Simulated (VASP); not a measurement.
# Hf (P6_3/mmc) in VASP: further runs

Runs on Hf. Level: PBEsol. Tasks: single point.

Everything below comes from runs of VASP 6.6.1. Logs are shortened: lines on timing, memory, paths and dates and some standing lists are left out, and cuts for length are marked.

### Step 1. The cell of the first run

The structure is hexagonal, space group P6_3/mmc (No. 194). The conventional cell has a = 3.002 Å, b = 3.002 Å, c = 4.996 Å, α = 90.00°, β = 90.00°, γ = 120.00°. Hf (site symmetry -6m2) has 12 Hf at 3.00 to 3.04 Å within 4.0 Å.

### Step 2. Single point, PBEsol

INCAR reads:

```
PREC = Accurate
ENCUT = 520
EDIFF = 1E-6
ISMEAR = 0
SIGMA = 0.15
LREAL = F
LASPH = T
NELM = 60
ALGO = Fast
ISIF = 2
LWAVE = F
LCHARG = F
GGA = PS
NBANDS = 17
```

KPOINTS reads:

```
regular mesh
0
Gamma
  18 18 10
```

POSCAR reads:

```
Hf
1.0
    3.0023000000      0.0000000000      0.0000000000
   -1.5011500000      2.6000680698      0.0000000000
    0.0000000000      0.0000000000      4.9962244915
Hf
2
Direct
    0.3333333333      0.6666666667      0.2500000000
    0.6666666667      0.3333333333      0.7500000000
```

Potentials or basis: VASP PAW PBE potentials, release 64 (Hf_pv).

On the command line:

```bash
cat potpaw_PBE.64/Hf_pv/POTCAR > POTCAR
mpirun -np 1 vasp_std > vasp.out
```

OUTCAR:

```text
PREC = Accurate
   ENCUT = 520
   EDIFF = 1E-6
   ISMEAR = 0
   LREAL = F
   LASPH = T
   NELM = 60
   ISIF = 2
   GGA = PS

 ion  position               nearest neighbor table
   1  0.333  0.667  0.250-   2 3.04   2 3.04   2 3.04   2 3.04   2 3.04   2 3.04
   2  0.667  0.333  0.750-   1 3.04   1 3.04   1 3.04   1 3.04   1 3.04   1 3.04

  LATTYP: Found a hexagonal cell.
 ALAT       =     3.0023000000
 C/A-ratio  =     1.6641323290

  Lattice vectors:

 A1 = (   3.0023000000,   0.0000000000,   0.0000000000)
 A2 = (  -1.5011500000,   2.6000680698,   0.0000000000)
 A3 = (   0.0000000000,   0.0000000000,   4.9962244915)

Analysis of symmetry for initial positions (statically):
=====================================================================
 Subroutine PRICEL returns:
 Original cell was already a primitive cell.

 Routine SETGRP: Setting up the symmetry group for a
 hexagonal supercell.

 Subroutine GETGRP returns: Found 24 space group operations
 (whereof 12 operations were pure point group operations)
 out of a pool of 24 trial point group operations.

The static configuration has the point symmetry D_3d.
 The point group associated with its full space group is D_6h.

Analysis of symmetry for dynamics (positions and initial velocities):
=====================================================================
 Subroutine PRICEL returns:
 Original cell was already a primitive cell.

 Routine SETGRP: Setting up the symmetry group for a
 hexagonal supercell.

 Subroutine GETGRP returns: Found 24 space group operations
 (whereof 12 operations were pure point group operations)
 out of a pool of 24 trial point group operations.

The dynamic configuration has the point symmetry D_3d.
 The point group associated with its full space group is D_6h.

 Subroutine INISYM returns: Found 24 space group operations
 (whereof 12 operations are pure point group operations),
 and found     1 'primitive' translations

----------------------------------------------------------------------------------------

                                     Primitive cell

  volume of cell :      39.0014

  direct lattice vectors                    reciprocal lattice vectors
     3.002300000  0.000000000  0.000000000     0.333077974  0.192302658  0.000000000
    -1.501150000  2.600068070  0.000000000     0.000000000  0.384605315  0.000000000
     0.000000000  0.000000000  4.996224491     0.000000000  0.000000000  0.200151134

  length of vectors
     3.002300000  3.002300000  4.996224491     0.384605315  0.384605315  0.200151134

  position of ions in fractional coordinates (direct lattice)
     0.333333333  0.666666667  0.250000000
     0.666666667  0.333333333  0.750000000

  ion indices of the primitive-cell ions
   primitive index   ion index
                 1           1
                 2           2

----------------------------------------------------------------------------------------

 KPOINTS: regular mesh

Automatic generation of k-mesh.
 Grid dimensions read from file:
 generate k-points for:   18   18   10

 Generating k-lattice:

  Cartesian coordinates                     Fractional coordinates (reciprocal lattice)
     0.018504332  0.010683481  0.000000000     0.055555556  0.000000000  0.000000000
     0.000000000  0.021366962  0.000000000     0.000000000  0.055555556  0.000000000
     0.000000000  0.000000000  0.020015113     0.000000000  0.000000000  0.100000000

  Length of vectors
     0.021366962  0.021366962  0.020015113

  Shift w.r.t. Gamma in fractional coordinates (k-lattice)
     0.000000000  0.000000000  0.000000000

 Subroutine IBZKPT returns following result:
 ===========================================

 Found    222 irreducible k-points:

 Following reciprocal coordinates:
            Coordinates               Weight
  0.000000  0.000000  0.000000      1.000000
  0.055556  0.000000  0.000000      6.000000
  0.111111  0.000000  0.000000      6.000000
  0.166667  0.000000  0.000000      6.000000
  0.222222  0.000000  0.000000      6.000000
  0.277778  0.000000  0.000000      6.000000
[... 16 lines left out ...]
  0.333333  0.111111  0.000000     12.000000
  0.388889  0.111111  0.000000     12.000000
 [... further k-points ...]
   k-points           NKPTS =    222   k-points in BZ     NKDIM =    222   number of bands    NBANDS=     17
   number of dos      NEDOS =    301   number of ions     NIONS =      2
   total plane-waves  NPLWV =  23040
   dimension x,y,z NGX =    24 NGY =   24 NGZ =   40
   dimension x,y,z NGXF=    48 NGYF=   48 NGZF=   80
   ions per type =               2
   NGX,Y,Z   is equivalent  to a cutoff of  13.29, 13.29, 13.31 a.u.
   NGXF,Y,Z  is equivalent  to a cutoff of  26.58, 26.58, 26.62 a.u.
 SYSTEM =  unknown system
   PREC   = accura    normal or accurate (medium, high low for compatibility)
   ISTART =      0    job   : 0-new  1-cont  2-samecut
   ICHARG =      2    charge: 1-file 2-atom 10-const
   ISPIN  =      1    spin polarized calculation?
   LNONCOLLINEAR =      F non collinear calculations
   LSORBIT =      F    spin-orbit coupling
   LASPH  =      T    aspherical Exc in radial PAW
   ENCUT  =  520.0 eV  38.22 Ry    6.18 a.u.   5.58  5.58  9.29*2*pi/ulx,y,z
   NELM   =     60;   NELMIN=  2; NELMDL= -5     # of ELM steps
   EDIFF  = 0.1E-05   stopping-criterion for ELM
   LREAL  =      F    real-space projection
   EDIFFG = 0.1E-04   stopping-criterion for IOM
   NSW    =      0    number of steps for IOM
   IBRION =     -1    ionic relax: 0-MD 1-quasi-New 2-CG
   NFREE  =      0    steps in history (QN), initial steepest desc. (CG)
   ISIF   =      2    stress and relaxation
   ISYM   =      2    0-nonsym 1-usesym 2-fastsym
   POTIM  = 0.5000    time-step for ionic-motion
   TEBEG  =    0.0;   TEEND  =   0.0 temperature during run
   PSTRESS=    0.0 pullay stress
   NELECT =      20.0000    total number of electrons
   NUPDOWN=      -1.0000    fix difference up-down
   EMIN   =  10.00;   EMAX   =-10.00  energy-range for DOS
   EFERMI =   0.00;   METHOD = LEGACY
   ISMEAR =     0;   SIGMA  =   0.15  broadening in eV -4-tet -1-fermi 0-gaus
   EFERMI_NEDOS =   21; number of points for ismear=-14 and -15
   IALGO  =     68    algorithm
   IMIX   =      4    mixing-type and parameters
     AMIX     =   0.40;   BMIX     =  1.00
     AMIX_MAG =   1.60;   BMIX_MAG =  1.00
  volume/ion in A,a.u.               =      19.50       131.60
  Fermi-wavevector in a.u.,A,eV,Ry     =   1.310362  2.476225 23.361859  1.717048
  Thomas-Fermi vector in A             =   2.440897
   LORBIT       =      0    0 simple, 1 ext, 2 COOP (PROOUT), +10 PAW based schemes
   GGA     = PS    functional components
   LHFCALC =     F    Hartree Fock is set to
   AEXX    =    0.0000 exact exchange contribution
   IVDW    =     0    specifies the selected vdW correction
   LEPSILON=     F    determine dielectric tensor
   LRPA    =     F    only Hartree local field effects (RPA)
 non-spin polarized calculation
 RMM-DIIS sequential band-by-band and
 Gauss-broadening in eV      SIGMA  =   0.15
  energy-cutoff  :      520.00
  volume of cell :       39.00
 maximum number of plane-waves:      1075
 NGX is ok and might be reduce to    24
   NGX = 11   NGY = 11   NGZ = 19

 number of electron      19.9999996 magnetization

 Free energy of the ion-electron system (eV)
  ---------------------------------------------------
  ext. energy  EPLUGINS =         0.00000000
  ---------------------------------------------------
  free energy    TOTEN  =       -20.83060629 eV

  energy without entropy =      -20.81245346  energy(sigma->0) =      -20.82152988

 E-fermi :   5.7237     XC(G=0): -12.0350

 val. band max:        5.7202606237   @ k =   0.2222   0.2222   0.5000
 cond. band min:       5.7309756566   @ k =   0.0556   0.0556   0.4000
 fundamental gap:      0.0107150329
 Fermi energy:         5.7237227639

 k-point     1 :       0.0000    0.0000    0.0000
  band No.  band energies     occupation
      1     -25.1664      2.00000
      2     -24.0103      2.00000
      3     -24.0103      2.00000
      4     -23.9345      2.00000
      5     -23.8603      2.00000
      6     -23.8603      2.00000
[... 9 lines left out ...]
     16       9.1321      0.00000
     17      11.9548      0.00000

 k-point     2 :       0.0556    0.0000    0.0000
  band No.  band energies     occupation
      1     -25.1538      2.00000
      2     -24.0434      2.00000
      3     -24.0203      2.00000
      4     -23.9384      2.00000
      5     -23.8949      2.00000
      6     -23.8652      2.00000
[... 9 lines left out ...]
     16       9.0141      0.00000
     17      12.0859      0.00000

 k-point     3 :       0.1111    0.0000    0.0000
  band No.  band energies     occupation
      1     -25.1169      2.00000
      2     -24.1383      2.00000
      3     -24.0484      2.00000
      4     -23.9927      2.00000
      5     -23.9503      2.00000
      6     -23.8799      2.00000
[... 9 lines left out ...]
     16       8.7143      0.00000
     17      12.2529      0.00000

 k-point     4 :       0.1667    0.0000    0.0000
  band No.  band energies     occupation
      1     -25.0580      2.00000
      2     -24.2829      2.00000
      3     -24.1379      2.00000
      4     -24.0902      2.00000
      5     -23.9707      2.00000
      6     -23.9031      2.00000
[... 9 lines left out ...]
     16       8.8209      0.00000
     17      12.4912      0.00000

 k-point     5 :       0.2222    0.0000    0.0000
  band No.  band energies     occupation
      1     -24.9809      2.00000
      2     -24.4586      2.00000
      3     -24.3089      2.00000
      4     -24.1399      2.00000
      5     -24.0004      2.00000
      6     -23.9326      2.00000
[... 9 lines left out ...]
     16       9.5159      0.00000
     17      12.6964      0.00000

 k-point     6 :       0.2778    0.0000    0.0000
  band No.  band energies     occupation
      1     -24.8910      2.00000
      2     -24.6431      2.00000
      3     -24.4834      2.00000
      4     -24.1912      2.00000
      5     -24.0396      2.00000
      6     -23.9648      2.00000
[... 9 lines left out ...]
     16      10.3570      0.00000
     17      12.8457      0.00000

 k-point     7 :       0.3333    0.0000    0.0000
  band No.  band energies     occupation
      1     -24.8138      2.00000
      2     -24.7953      2.00000
      3     -24.6414      2.00000
      4     -24.2383      2.00000
      5     -24.0874      2.00000
      6     -23.9956      2.00000
[... 9 lines left out ...]
     16      11.2896      0.00000
     17      12.9405      0.00000

 k-point     8 :       0.3889    0.0000    0.0000
  band No.  band energies     occupation
      1     -24.9507      2.00000
      2     -24.7665      2.00000
      3     -24.7035      2.00000
      4     -24.2759      2.00000
      5     -24.1399      2.00000
      6     -24.0209      2.00000
[... 9 lines left out ...]
     16      12.2267      0.00000
     17      12.9932      0.00000
[... 203 lines left out ...]
      1     -25.0241      2.00000
      2     -24.3281      2.00000
      3     -24.2610      2.00000
      4     -24.0792      2.00000
      5     -23.9833      2.00000
      6     -23.9401      2.00000
[... 9 lines left out ...]
     16       9.2589      0.00000
     17      12.3978      0.00000

 k-point    20 :       0.1667    0.1111    0.0000
  band No.  band energies     occupation
      1     -24.9492      2.00000
      2     -24.4736      2.00000
      3     -24.4079      2.00000
      4     -24.1409      2.00000
      5     -24.0135      2.00000
      6     -23.9843      2.00000
[... 9 lines left out ...]
     16      10.0563      0.00000
     17      12.4692      0.00000

 k-point    21 :       0.2222    0.1111    0.0000
  band No.  band energies     occupation
      1     -24.8617      2.00000
      2     -24.6405      2.00000
      3     -24.5418      2.00000
      4     -24.2123      2.00000
      5     -24.0532      2.00000
      6     -24.0279      2.00000
[... 9 lines left out ...]
     16      10.9964      0.00000
     17      12.5313      0.00000

 k-point    22 :       0.2778    0.1111    0.0000
  band No.  band energies     occupation
      1     -24.7974      2.00000
      2     -24.7681      2.00000
      3     -24.6608      2.00000
      4     -24.2803      2.00000
      5     -24.1017      2.00000
      6     -24.0674      2.00000
[... 9 lines left out ...]
     16      12.0249      0.00000
     17      12.5691      0.00000

 k-point    23 :       0.3333    0.1111    0.0000
  band No.  band energies     occupation
      1     -24.9232      2.00000
      2     -24.7560      2.00000
      3     -24.6773      2.00000
      4     -24.3351      2.00000
      5     -24.1554      2.00000
      6     -24.0993      2.00000
[... 9 lines left out ...]
     16      12.5848      0.00000
     17      13.0697      0.00000

 k-point    24 :       0.3889    0.1111    0.0000
  band No.  band energies     occupation
      1     -25.0041      2.00000
      2     -24.8176      2.00000
      3     -24.6042      2.00000
      4     -24.3703      2.00000
      5     -24.2043      2.00000
      6     -24.1201      2.00000
[... 9 lines left out ...]
     16      12.5884      0.00000
     17      13.9797      0.00000

 [... further k-points ...]
[... 5 lines left out ...]
  --------------------------------------------------------------------------------------
  -------------------------------------------------------------------------------------
  Total        3.7309399      3.7309399      2.1096543      0.0000000     -0.0000000      0.0000000
  in kB      153.2667988    153.2667988     86.6644768      0.0000000     -0.0000000      0.0000000
  external PRESSURE =     131.0660248 kB  Pullay stress =       0.0000000 kB

 VOLUME and BASIS-vectors are now :
 -----------------------------------------------------------------------------
  energy-cutoff  :      520.00
  volume of cell :       39.00
      direct lattice vectors                 reciprocal lattice vectors
     3.002300000  0.000000000  0.000000000     0.333077974  0.192302658  0.000000000
    -1.501150000  2.600068070  0.000000000     0.000000000  0.384605315  0.000000000
     0.000000000  0.000000000  4.996224491     0.000000000  0.000000000  0.200151134

 POSITION                                       TOTAL-FORCE (eV/Angst)
 -----------------------------------------------------------------------------------
     -0.00000      1.73338      1.24906        -0.000000     -0.000000      0.000000
      1.50115      0.86669      3.74717         0.000000      0.000000      0.000000
 -----------------------------------------------------------------------------------
    total drift:                               -0.000000      0.000000     -0.000000

  FREE ENERGIE OF THE ION-ELECTRON SYSTEM (eV)
  ---------------------------------------------------
  free  energy   TOTEN  =       -20.8306062947 eV

  energy  without entropy=      -20.8124534597  energy(sigma->0) =      -20.82152988
```

Wall time 73 s (1 thread of Intel Xeon 6975P-C, shared host); peak memory 0.25 GiB.

Results:

| Property | Result |
| --- | --- |
| Free energy | -20.8306 eV |
| Pressure | 13.1 GPa |
| Band gap on the k mesh | zero (bands 10 and 11 overlap by 1.32 eV) |

Caveat: the stress differs along the axes, from 9 to 15 GPa; the PAW data sets were made with another functional, which shifts forces and pressure a little; spin-orbit coupling is left out, which moves the levels of the heavy elements.

### Step 3. Single point, PBEsol

This run uses another cell than the first one, of 19.98 Å³/atom.

INCAR reads:

```
PREC = Accurate ; ENCUT = 520
EDIFF = 1E-6 ; ISMEAR = 0
SIGMA = 0.15 ; LREAL = F
LASPH = T ; NELM = 60
ALGO = Fast ; ISIF = 2
LWAVE = F ; LCHARG = T
GGA = PS ; LELF = T
LVHAR = T ; NBANDS = 17
```

KPOINTS reads:

```
Automatic mesh
0
Gamma
  18 18 10
```

POSCAR reads:

```
Hf
1.0
    3.2393000000      0.0000000000      0.0000000000
   -1.6196500000      2.8053160905      0.0000000000
    0.0000000000      0.0000000000      4.3967000000
Hf
2
Direct
    0.3333333333      0.6666666667      0.2500000000
    0.6666666667      0.3333333333      0.7500000000
```

Potentials or basis: VASP PAW PBE potentials, release 64 (Hf_pv).

On the command line:

```bash
cat potpaw_PBE.64/Hf_pv/POTCAR > POTCAR
mpirun -np 1 vasp_std > vasp.out
```

Run time: 79 s. Hardware: 1 thread of Intel Xeon 6975P-C, shared host; peak memory 0.25 GiB.

Results (log left out):

| Quantity | Value |
| --- | --- |
| Free energy | -20.6380 eV |
| Pressure | 11.3 GPa |
| Band gap on the k mesh | zero (bands 10 and 11 overlap by 1.39 eV) |

Stress tensor (GPa, compression positive):
```
 4.82  0.00  0.00
 0.00  4.82  0.00
 0.00  0.00 24.35
```

Levels at points of the mesh, in eV from the Fermi level:
| k point | band 6 | band 7 | band 8 | band 9 | band 10 | band 11 | band 12 | band 13 | band 14 | band 15 |
| --- | --- | --- | --- | --- | --- | --- | --- | --- | --- | --- |
| (0.00, 0.00, 0.00) | -29.60 | -7.67 | -3.91 | 0.76 | 0.76 | 1.64 | 1.64 | 2.20 | 2.20 | 2.82 |
| (0.50, 0.00, 0.00) | -29.80 | -3.65 | -3.30 | -2.14 | -1.06 | -0.21 | 2.19 | 2.91 | 5.39 | 6.53 |
| (0.00, 0.00, 0.50) | -29.97 | -4.99 | -4.99 | 0.22 | 0.22 | 0.22 | 0.22 | 1.04 | 1.04 | 5.74 |
| (0.50, 0.00, 0.50) | -29.86 | -3.64 | -3.64 | -0.62 | -0.62 | 1.66 | 1.66 | 2.22 | 2.22 | 6.09 |

Caveat: the stress differs along the axes, from 5 to 24 GPa; the PAW data sets were made with another functional, which shifts forces and pressure a little; spin-orbit coupling is left out, which moves the levels of the heavy elements.

(Part 1 of 3 ends here.)
